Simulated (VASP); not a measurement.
Wanted: the native input for a VASP 6.6.1 run.

```yaml
Task: relaxation of cell and atoms
Functional: PBE
Potentials_or_basis: VASP PAW PBE potentials, release 64 (P)
Cutoff: 600 eV
k_mesh: 22 × 22 × 22
Occupations: gaussian, width 0.1 eV
Spin: no spin polarisation
Dipole_correction: no
Further_INCAR_settings: ALGO = Normal; EDIFF = 1e-06; IBRION = 2; EDIFFG = -0.01; NSW = 100; ISIF = 3
```

The structure of P lies in POSCAR:

```
P
1.0
    2.4416897215      0.0000000000      0.0000000000
    0.0000000000      2.4416897215      0.0000000000
    0.0000000000      0.0000000000      2.4416897215
P
1
Direct
    0.0000000000      0.0000000000      0.0000000000
```

The cell was generated, and may not be a known phase.

These files were run (other wordings do the same):

INCAR

```
  PREC = Accurate
  ENCUT = 600
  EDIFF = 1E-6
  ISMEAR = 0
  SIGMA = 0.1
  LREAL = False
  LASPH = True
  NELM = 80
  ALGO = Normal
  ISIF = 3
  LWAVE = False
  LCHARG = False
  GGA = PE
  IBRION = 2
  NSW = 100
  EDIFFG = -0.01
```

KPOINTS

```
regular mesh
0
Gamma
  22 22 22
```

Potentials or basis: VASP PAW PBE potentials, release 64 (P).

Command:

```bash
$ cat potpaw_PBE.64/P/POTCAR > POTCAR
$ mpirun -np 1 vasp_std > vasp.out
```

Results of the run:

```yaml
Relaxed_volume: 14.59 Å³/atom
Relaxed_cell: a = 2.443 Å, b = 2.443 Å, c = 2.443 Å, α = 90.00°, β = 90.00°, γ = 90.00°
Space_group_after_relaxing_to_0.1_Å: Pm-3m (No. 221)
Energy_gained_by_relaxing: 0.0 meV/atom
Ionic_steps: 2
Pressure_after_relaxing: -0.1 GPa
Band_gap_on_the_k_mesh: zero (an odd number of electrons rules out a gap without spin polarisation)
```

Caveat: an odd number of electrons without spin polarisation forces a metal; a magnetic or distorted state may lie lower.

It took 54 s on 1 thread of AMD EPYC 9755 128-Core Processor, on a shared host, peak memory 0.11 GiB.
